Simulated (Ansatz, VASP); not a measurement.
# Two plane-wave programs on Ag

INCAR

```
SYSTEM = Ag
ALGO = Normal ; EDIFF = 1E-6
ENCUT = 520 ; GGA = PE
ISIF = 2 ; ISMEAR = -1
LASPH = .True. ; LCHARG = .False.
LREAL = .False. ; LWAVE = .False.
NBANDS = 12 ; NELM = 60
PREC = Accurate ; SIGMA = 0.01
```

The input KPOINTS:

```
k-points
0
Gamma
  13 13 13
  0 0 0
```

Contents of POSCAR:

```
Ag
1.0
    0.0000000000      2.0734381516      2.0734381516
    2.0734381516      0.0000000000      2.0734381516
    2.0734381516      2.0734381516      0.0000000000
Ag
1
Direct
    0.0000000000      0.0000000000      0.0000000000
```

Input for Ansatz:

```yaml
crystal:
  lattice:
    - [0.0, 2.0734381516, 2.0734381516]
    - [2.0734381516, 0.0, 2.0734381516]
    - [2.0734381516, 2.0734381516, 0.0]
  atoms:
    - { symbol: Ag, position: [0.0, 0.0, 0.0] }
hamiltonian:
  xc: pbe
  pseudopotentials:
    kind: paw
    azcp:
      Ag: "pseudopotentials/Ag.paw.azcp"
basis:
  ecutwfc: 420
  fft_grid_basis: typed
kpoints:
  mp_grid: { grid: [13, 13, 13], shift: [0, 0, 0] }
magnetization:
  spin_polarized: false
scf:
  occupations: { method: fermi_dirac, width: 0.01 }
  lower_state_search: "off"
output:
  stress: true
```

Alike in both runs: task single point; functional PBE; k mesh 13 × 13 × 13; occupations fermi-dirac, width 0.01 eV; no spin polarisation.

|  | VASP | Ansatz |
| --- | --- | --- |
| version | VASP 6.6.1 | Ansatz 0.2.0 |
| potentials or method | VASP PAW PBE potentials, release 64 (Ag), cutoff 520 eV | plane waves (420 eV) with PAW, scalar-relativistic |
| valence electrons in the cell | 11 | 19 |

VASP gave:

* pressure (GPa): -0.3

What did Ansatz give for the same quantities?

Pressure (GPa): -0.2.

The functional is the same, so the differences come from potentials, cutoffs and numerics. VASP's potentials hold 11 valence electrons a cell and Ansatz's 19, so a difference there can come from the potentials and not from the codes.
